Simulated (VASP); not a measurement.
Runs of VASP 6.6.1 on Ba. The structure is that of space group Im-3m (No. 229), or close to it. The cells are those of the table. 

| cell | further INCAR settings | gap on the mesh (eV) | pressure (GPa) |
| --- | --- | --- | --- |
| a = 4.287 Å, angles 111.1, 108.7, 108.7°, 1 atom | ALGO = Fast; EDIFF = 1e-06; NBANDS = 11 | none | -0.3 |
| a = 4.345 Å, angles 108.9, 109.7, 109.7°, 1 atom | ALGO = Fast; EDIFF = 1e-07; NBANDS = 11 | none | (a) |
| a = 4.273 Å, angles 111.7, 108.4, 108.4°, 1 atom | ALGO = Fast; EDIFF = 1e-06; NBANDS = 11 | none | -0.2 |
| a = 4.389 Å, angles 107.3, 110.5, 110.5°, 1 atom | ALGO = Fast; EDIFF = 1e-06; NBANDS = 11 | none | -0.8 |
| a = 4.316 Å, angles 110.0, 109.2, 109.2°, 1 atom | ALGO = Fast; EDIFF = 1e-06; NBANDS = 11 | none | -0.5 |
| a = 4.374 Å, angles 107.9, 110.3, 110.3°, 1 atom | ALGO = Fast; EDIFF = 1e-06; NBANDS = 11 | none | -0.8 |
| a = 4.359 Å, angles 108.4, 110.0, 110.0°, 1 atom | ALGO = Fast; EDIFF = 1e-06; NBANDS = 11 | none | (b) |
| a = 4.301 Å, angles 110.6, 108.9, 108.9°, 1 atom | ALGO = Fast; EDIFF = 1e-06; NBANDS = 11 | none | -0.4 |

Alike in all rows: task single point; level PBEsol; potentials or basis VASP PAW PBE potentials, release 64 (Ba_sv); no spin polarisation; k mesh 14 × 14 × 14; cutoff (eV) 520; smearing gaussian 0.15 eV.

Q: Estimate the missing entries.

A: (a) -0.6; (b) -0.7.

Caveats: the PAW data sets were made with another functional, which shifts forces and pressure a little; spin-orbit coupling is left out, which moves the levels of the heavy elements.

A k mesh can miss the band edges, and the runs leave out spin-orbit coupling on Ba.

A gap of «none» marks levels without a gap at the run's occupations.
